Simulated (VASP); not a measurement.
# AlGaN2 (P-4m2) in VASP: notebook

AlGaN2 is run at these levels: r2SCAN; tasks: single point.

Everything below comes from runs of VASP 6.6.1. Logs are shortened: lines on timing, memory, paths and dates and some standing lists are left out, and cuts for length are marked.

## 1. The cell of the first run

Symmetry: P-4m2, No. 115, tetragonal system. Conventional cell: a = 3.264 Å, b = 3.264 Å, c = 4.316 Å, α = 90.00°, β = 90.00°, γ = 90.00°. Within 2.6 Å of Al (site symmetry -4m2) lie 4 N at 1.93 Å. Within 2.6 Å of Ga (site symmetry -4m2) lie 4 N at 1.98 Å. N (site symmetry 2mm) has 2 Al at 1.93 Å and 2 Ga at 1.98 Å within 2.6 Å.

## 2. Single point, r2SCAN (biaxial strain in the a-b plane: +4.0 %)

POSCAR

```
AlGaN2
1.0
    3.2640674822      0.0000000000      0.0000000000
    0.0000000000      3.2640674822      0.0000000000
    0.0000000000      0.0000000000      4.3162201780
Al Ga N
1 1 2
Direct
    0.5000000000      0.5000000000      0.5000000000
    0.0000000000      0.0000000000      0.0000000000
    0.5000000000      0.0000000000      0.7384412897
    0.0000000000      0.5000000000      0.2615587103
```

INCAR.step1

```
PREC = Accurate
ENCUT = 1460
ISMEAR = 0
SIGMA = 0.02
LREAL = False
LASPH = True
NELM = 120
NBANDS = 21
GGA = PE
ALGO = Normal
EDIFF = 1E-5
LWAVE = True
LCHARG = False
GGA_COMPAT = False
```

INCAR.step2

```
PREC = Accurate
ENCUT = 1460
EDIFF = 1E-6
ISMEAR = 0
SIGMA = 0.02
LREAL = False
LASPH = True
NELM = 120
ALGO = Normal
ISIF = 2
LWAVE = False
LCHARG = False
METAGGA = R2SCAN
LMIXTAU = True
NBANDS = 21
ISTART = 1
GGA_COMPAT = False
```

KPOINTS

```
regular mesh
0
Gamma
  8 8 6
```

Potentials or basis: VASP PAW PBE potentials, release 64 (Al, Ga_d, N_h).

Started as:

```sh
> cat potpaw_PBE.64/Al/POTCAR potpaw_PBE.64/Ga_d/POTCAR potpaw_PBE.64/N_h/POTCAR > POTCAR
> cp INCAR.step1 INCAR
> mpirun -np 1 vasp_std > vasp.out
> cp INCAR.step2 INCAR
> mpirun -np 1 vasp_std > vasp.out
```

OUTCAR:

```text
PREC = Accurate
   ENCUT = 1460
   EDIFF = 1E-6
   ISMEAR = 0
   LREAL = False
   LASPH = True
   NELM = 120
   ISIF = 2
   METAGGA = R2SCAN
   ISTART = 1

 ion  position               nearest neighbor table
   1  0.500  0.500  0.500-   3 1.93   4 1.93   3 1.93   4 1.93
   2  0.000  0.000  0.000-   3 1.98   4 1.98   4 1.98   3 1.98
   3  0.500  0.000  0.738-   1 1.93   1 1.93   2 1.98   2 1.98
   4  0.000  0.500  0.262-   1 1.93   1 1.93   2 1.98   2 1.98

  LATTYP: Found a simple tetragonal cell.
 ALAT       =     3.2640674822
 C/A-ratio  =     1.3223440390

  Lattice vectors:

 A1 = (   3.2640674822,   0.0000000000,   0.0000000000)
 A2 = (   0.0000000000,   3.2640674822,   0.0000000000)
 A3 = (   0.0000000000,   0.0000000000,   4.3162201780)

Analysis of symmetry for initial positions (statically):
=====================================================================
 Subroutine PRICEL returns:
 Original cell was already a primitive cell.

 Routine SETGRP: Setting up the symmetry group for a
 simple tetragonal supercell.

 Subroutine GETGRP returns: Found  8 space group operations
 (whereof  8 operations were pure point group operations)
 out of a pool of 16 trial point group operations.

The static configuration has the point symmetry D_2d.

Analysis of symmetry for dynamics (positions and initial velocities):
=====================================================================
 Subroutine PRICEL returns:
 Original cell was already a primitive cell.

 Routine SETGRP: Setting up the symmetry group for a
 simple tetragonal supercell.

 Subroutine GETGRP returns: Found  8 space group operations
 (whereof  8 operations were pure point group operations)
 out of a pool of 16 trial point group operations.

The dynamic configuration has the point symmetry D_2d.

 Subroutine INISYM returns: Found  8 space group operations
 (whereof  8 operations are pure point group operations),
 and found     1 'primitive' translations

----------------------------------------------------------------------------------------

                                     Primitive cell

  volume of cell :      45.9856

  direct lattice vectors                    reciprocal lattice vectors
     3.264067482  0.000000000  0.000000000     0.306366215  0.000000000  0.000000000
[... 82 lines left out ...]
   ISTART =      1    job   : 0-new  1-cont  2-samecut
   ICHARG =      0    charge: 1-file 2-atom 10-const
   ISPIN  =      1    spin polarized calculation?
   LNONCOLLINEAR =      F non collinear calculations
   LSORBIT =      F    spin-orbit coupling
   LASPH  =      T    aspherical Exc in radial PAW
   ENCUT  = 1460.0 eV 107.31 Ry   10.36 a.u.  10.17 10.17 13.45*2*pi/ulx,y,z
   NELM   =    120;   NELMIN=  2; NELMDL=  0     # of ELM steps
   EDIFF  = 0.1E-05   stopping-criterion for ELM
   LREAL  =      F    real-space projection
   EDIFFG = 0.1E-04   stopping-criterion for IOM
   NSW    =      0    number of steps for IOM
   IBRION =     -1    ionic relax: 0-MD 1-quasi-New 2-CG
   NFREE  =      0    steps in history (QN), initial steepest desc. (CG)
   ISIF   =      2    stress and relaxation
   ISYM   =      2    0-nonsym 1-usesym 2-fastsym
   POTIM  = 0.5000    time-step for ionic-motion
   TEBEG  =    0.0;   TEEND  =   0.0 temperature during run
   PSTRESS=    0.0 pullay stress
   NELECT =      26.0000    total number of electrons
   NUPDOWN=      -1.0000    fix difference up-down
   EMIN   =  10.00;   EMAX   =-10.00  energy-range for DOS
   EFERMI =   0.00;   METHOD = LEGACY
   ISMEAR =     0;   SIGMA  =   0.02  broadening in eV -4-tet -1-fermi 0-gaus
   EFERMI_NEDOS =   21; number of points for ismear=-14 and -15
   IALGO  =     38    algorithm
   IMIX   =      4    mixing-type and parameters
     AMIX     =   0.40;   BMIX     =  1.00
     AMIX_MAG =   1.60;   BMIX_MAG =  1.00
  volume/ion in A,a.u.               =      11.50        77.58
  Fermi-wavevector in a.u.,A,eV,Ry     =   1.353709  2.558139 24.933060  1.832528
  Thomas-Fermi vector in A             =   2.480942
   LORBIT       =      0    0 simple, 1 ext, 2 COOP (PROOUT), +10 PAW based schemes
   METAGGA = R2SCAN    functional components
   LHFCALC =     F    Hartree Fock is set to
   AEXX    =    0.0000 exact exchange contribution
   IVDW    =     0    specifies the selected vdW correction
   LEPSILON=     F    determine dielectric tensor
   LRPA    =     F    only Hartree local field effects (RPA)
 non-spin polarized calculation
 Gauss-broadening in eV      SIGMA  =   0.02
  energy-cutoff  :     1460.00
  volume of cell :       45.99
 maximum number of plane-waves:      5868
 NGX is ok and might be reduce to    42
   NGX = 21   NGY = 21   NGZ = 27

 number of electron      26.0000000 magnetization

 Free energy of the ion-electron system (eV)
  ---------------------------------------------------
  ext. energy  EPLUGINS =         0.00000000
  ---------------------------------------------------
  free energy    TOTEN  =       -40.95353129 eV

  energy without entropy =      -40.95353129  energy(sigma->0) =      -40.95353129

 E-fermi :   5.2346     XC(G=0): -11.7921

 val. band max:        5.1324853786   @ k =   0.0000   0.0000   0.0000
 cond. band min:       8.1075858478   @ k =   0.0000   0.0000   0.0000
 fundamental gap:      2.9751004692
 Fermi energy:         5.2345674503

 k-point     1 :       0.0000    0.0000    0.0000
  band No.  band energies     occupation
      1     -10.7474      2.00000
      2      -9.3462      2.00000
      3      -8.2093      2.00000
      4      -8.2093      2.00000
      5      -8.1438      2.00000
      6      -7.9975      2.00000
[... 565 lines left out ...]
     20      17.6861      0.00000
     21      17.8781      0.00000

 [... further k-points ...]
[... 5 lines left out ...]
  --------------------------------------------------------------------------------------
  -------------------------------------------------------------------------------------
  Total       -3.6362324     -3.6362324     -1.3661668      0.0000000      0.0000000      0.0000000
  in kB     -126.6894264   -126.6894264    -47.5984109      0.0000000      0.0000000      0.0000000
  external PRESSURE =    -100.3257546 kB  Pullay stress =       0.0000000 kB

 VOLUME and BASIS-vectors are now :
 -----------------------------------------------------------------------------
  energy-cutoff  :     1460.00
  volume of cell :       45.99
      direct lattice vectors                 reciprocal lattice vectors
     3.264067482  0.000000000  0.000000000     0.306366215  0.000000000  0.000000000
     0.000000000  3.264067482  0.000000000     0.000000000  0.306366215  0.000000000
     0.000000000  0.000000000  4.316220178     0.000000000  0.000000000  0.231684196

 POSITION                                       TOTAL-FORCE (eV/Angst)
 -----------------------------------------------------------------------------------
      1.63203      1.63203      2.15811        -0.000000      0.000000      0.000000
      0.00000      0.00000      0.00000         0.000000      0.000000      0.000000
      1.63203      0.00000      3.18728        -0.000000      0.000000     -0.109558
      0.00000      1.63203      1.12894        -0.000000     -0.000000      0.109558
 -----------------------------------------------------------------------------------
    total drift:                               -0.000000      0.000000      0.000000

  FREE ENERGIE OF THE ION-ELECTRON SYSTEM (eV)
  ---------------------------------------------------
  free  energy   TOTEN  =       -40.9535312943 eV

  energy  without entropy=      -40.9535312943  energy(sigma->0) =      -40.95353129
```

OSZICAR.step1:

```text
N       E                     dE             d eps       ncg     rms          rms(c)
DAV:   1     0.296661268896E+03    0.29666E+03   -0.22123E+04  2674   0.342E+03
DAV:   2     0.228085651268E+02   -0.27385E+03   -0.25706E+03  2660   0.715E+02
DAV:   3    -0.279658623219E+02   -0.50774E+02   -0.49110E+02  3162   0.172E+02
DAV:   4    -0.311562835034E+02   -0.31904E+01   -0.31683E+01  3122   0.422E+01
DAV:   5    -0.312386243413E+02   -0.82341E-01   -0.82293E-01  3034   0.651E+00    0.113E+01
DAV:   6    -0.269093513491E+02    0.43293E+01   -0.14139E+01  4035   0.471E+01    0.320E+00
DAV:   7    -0.269611752948E+02   -0.51824E-01   -0.10037E+00  2610   0.798E+00    0.213E+00
DAV:   8    -0.269569484426E+02    0.42269E-02   -0.15979E-01  3254   0.433E+00    0.681E-01
DAV:   9    -0.269464399253E+02    0.10509E-01   -0.34166E-02  3663   0.280E+00    0.155E-01
DAV:  10    -0.269468755570E+02   -0.43563E-03   -0.67995E-03  2922   0.592E-01    0.111E-01
DAV:  11    -0.269468495684E+02    0.25989E-04   -0.65789E-04  3015   0.239E-01    0.186E-02
DAV:  12    -0.269468583585E+02   -0.87901E-05   -0.76294E-05  3116   0.876E-02
   1 F= -.26946858E+02 E0= -.26946858E+02  d E =-.690908E-28
```

Run time: 8.5 min. Hardware: 1 thread of Intel Xeon Platinum 8488C (Sapphire Rapids), shared host; peak memory 0.52 GiB.

What came out:

```
Free energy            : -40.9535 eV
Pressure               : -10.0 GPa
Largest force          : 0.110 eV/Å
Band gap on the k mesh : 2.98 eV
```

Forces in eV/Å, atoms in the order of the input:
```
Al   0.000  0.000  0.000
Ga   0.000  0.000  0.000
N    0.000  0.000 -0.110
N    0.000  0.000  0.110
```

Stress tensor (GPa, compression positive):
```
-12.67   0.00   0.00
  0.00 -12.67   0.00
  0.00   0.00  -4.76
```

Levels at points of the mesh, in eV from the valence-band top:
| k point | band 10 | band 11 | band 12 | band 13 | band 14 | band 15 | band 16 | band 17 |
| --- | --- | --- | --- | --- | --- | --- | --- | --- |
| (0.00, 0.00, 0.00) | -2.54 | -0.04 | -0.04 | 0.00 | 2.98 | 3.89 | 7.38 | 11.73 |
| (0.50, 0.00, 0.00) | -2.55 | -2.45 | -1.20 | -0.87 | 7.15 | 7.53 | 8.15 | 8.40 |
| (0.50, 0.50, 0.00) | -2.03 | -1.98 | -1.98 | -1.94 | 3.97 | 3.97 | 7.08 | 9.56 |
| (0.00, 0.00, 0.50) | -1.70 | -1.70 | -1.12 | -1.12 | 5.72 | 5.91 | 8.06 | 9.26 |
| (0.50, 0.00, 0.50) | -1.17 | -0.72 | -0.64 | -0.29 | 5.33 | 6.79 | 9.72 | 9.97 |
| (0.50, 0.50, 0.50) | -3.76 | -3.16 | -3.03 | -3.03 | 7.08 | 7.08 | 9.12 | 11.19 |

Caveat: the cell differs from its parent crystal (biaxial strain in the a-b plane: +4.0 %); the stress differs along the axes, from -13 to -5 GPa; the PAW data sets were made with another functional, which shifts forces and pressure a little.

## 3. Single point, r2SCAN (strain along c alone, the other axes held: -4.0 %, then relaxed in part)

POSCAR

```
AlGaN2
1.0
    3.1385264203      0.0000000000      0.0000000000
    0.0000000000      3.1385264203      0.0000000000
    0.0000000000      0.0000000000      4.2454624594
Al Ga N
1 1 2
Direct
    0.5000000000      0.5000000000      0.5000000000
    0.0000000000      0.0000000000      0.0000000000
    0.5000000000      0.0000000000      0.7383471124
    0.0000000000      0.5000000000      0.2616528876
```

INCAR.step1

```
SYSTEM = AlGaN2
PREC = Accurate
ENCUT = 1460
ISMEAR = 0
SIGMA = 0.02
LREAL = .FALSE.
LASPH = .TRUE.
NELM = 120
NBANDS = 21
GGA = PE
ALGO = Normal
EDIFF = 1E-5
LWAVE = .TRUE.
LCHARG = .FALSE.
GGA_COMPAT = .FALSE.
```

INCAR.step2

```
SYSTEM = AlGaN2
PREC = Accurate
ENCUT = 1460
EDIFF = 1E-6
ISMEAR = 0
SIGMA = 0.02
LREAL = .FALSE.
LASPH = .TRUE.
NELM = 120
ALGO = Normal
ISIF = 2
LWAVE = .FALSE.
LCHARG = .FALSE.
METAGGA = R2SCAN
LMIXTAU = .TRUE.
NBANDS = 21
ISTART = 1
GGA_COMPAT = .FALSE.
```

KPOINTS

```
Automatic mesh
0
G
  8 8 6
  0 0 0
```

Potentials or basis: VASP PAW PBE potentials, release 64 (Al, Ga_d, N_h).

Started as:

```sh
> cat potpaw_PBE.64/Al/POTCAR potpaw_PBE.64/Ga_d/POTCAR potpaw_PBE.64/N_h/POTCAR > POTCAR
> cp INCAR.step1 INCAR
> mpirun -np 1 vasp_std > vasp.out
> cp INCAR.step2 INCAR
> mpirun -np 1 vasp_std > vasp.out
```

Run time: 9.3 min. Hardware: 1 thread of Intel Xeon Platinum 8259CL at 2.50GHz (Skylake/Cascade Lake), shared host; peak memory 0.49 GiB.

It converged, with:

* Free energy: -41.0081 eV
* Pressure: 9.2 GPa
* Largest force: 0.093 eV/Å
* Band gap on the k mesh: 3.73 eV

Forces on the atoms (eV/Å):
```
Al   0.000  0.000  0.000
Ga   0.000  0.000  0.000
N    0.000  0.000 -0.093
N    0.000  0.000  0.093
```

Stress tensor (GPa, compression positive):
```
 7.59  0.00  0.00
 0.00  7.59  0.00
 0.00  0.00 12.33
```

Levels at points of the mesh, in eV from the valence-band top:
```csv
k point,band 10,band 11,band 12,band 13,band 14,band 15,band 16,band 17
"(0.00, 0.00, 0.00)",-2.67,-0.09,0.00,0.00,3.73,4.06,8.21,12.52
"(0.50, 0.00, 0.00)",-2.89,-2.75,-1.21,-0.84,7.93,8.13,8.65,9.31
"(0.50, 0.50, 0.00)",-2.28,-2.25,-2.25,-2.22,4.01,4.01,7.59,9.97
"(0.00, 0.00, 0.50)",-1.80,-1.80,-1.11,-1.11,6.14,6.39,8.99,10.13
"(0.50, 0.00, 0.50)",-1.18,-0.78,-0.67,-0.38,6.18,7.62,10.31,10.60
"(0.50, 0.50, 0.50)",-4.19,-3.43,-3.36,-3.36,7.22,7.22,10.20,11.82
```

Caveat: the cell differs from its parent crystal (strain along c alone, the other axes held: -4.0 %, then relaxed in part); the cell stands under pressure; the PAW data sets were made with another functional, which shifts forces and pressure a little. A k mesh can miss the band edges.

(Part 1 of 2 ends here.)
